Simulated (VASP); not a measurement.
**SnO: single point with PBE+D3(BJ)**

System: SnO, a slab with vacuum.

```
CELL_PARAMETERS angstrom
3.82017 0.00000 0.00000
0.00000 3.82017 0.00000
0.00000 0.00000 22.22607
ATOMIC_POSITIONS crystal
Sn 0.50000 0.00000 0.20246
Sn 0.00000 0.50000 0.30878
Sn 0.00000 0.50000 0.49775
Sn 0.50000 0.00000 0.60407
O 0.00000 0.00000 0.25562
O 0.50000 0.50000 0.25562
O 0.50000 0.50000 0.55091
O 0.00000 0.00000 0.55091
```

```json
{"Program": "VASP 6.6.1", "Task": "single point", "Functional": "PBE", "Dispersion": "D3(BJ)", "Potentials or basis": "VASP PAW PBE potentials, release 64 (Sn_d, O)", "Cutoff": "520 eV", "k mesh": "7 × 7 × 1", "Occupations": "gaussian, width 0.05 eV", "Spin": "no spin polarisation"}
```

* Largest force: 0.085 eV/Å
* Band gap on the k mesh: 2.40 eV (least direct gap 2.54 eV)
* Dispersion energy per atom: -0.155 eV

Forces in eV/Å, atoms in the order of the input:
```
Sn   0.000  0.000 -0.085
Sn   0.000  0.000  0.014
Sn   0.000  0.000 -0.014
Sn   0.000  0.000  0.085
O    0.000  0.000 -0.004
O    0.000  0.000 -0.004
O    0.000  0.000  0.004
O    0.000  0.000  0.004
```

Levels at points of the mesh, in eV from the valence-band top:
```
           k point  band 38  band 39  band 40  band 41  band 42  band 43
(0.00, 0.00, 0.00)    -1.96    -0.65    -0.04     2.50     2.84     2.85
```

Wall time 3.2 min on 1 thread of Intel(R) Xeon(R) Platinum 8488C (Sapphire Rapids), with other jobs on the host, peak memory 0.39 GiB.

Caveat: spin-orbit coupling is left out, which moves the levels of the heavy elements.
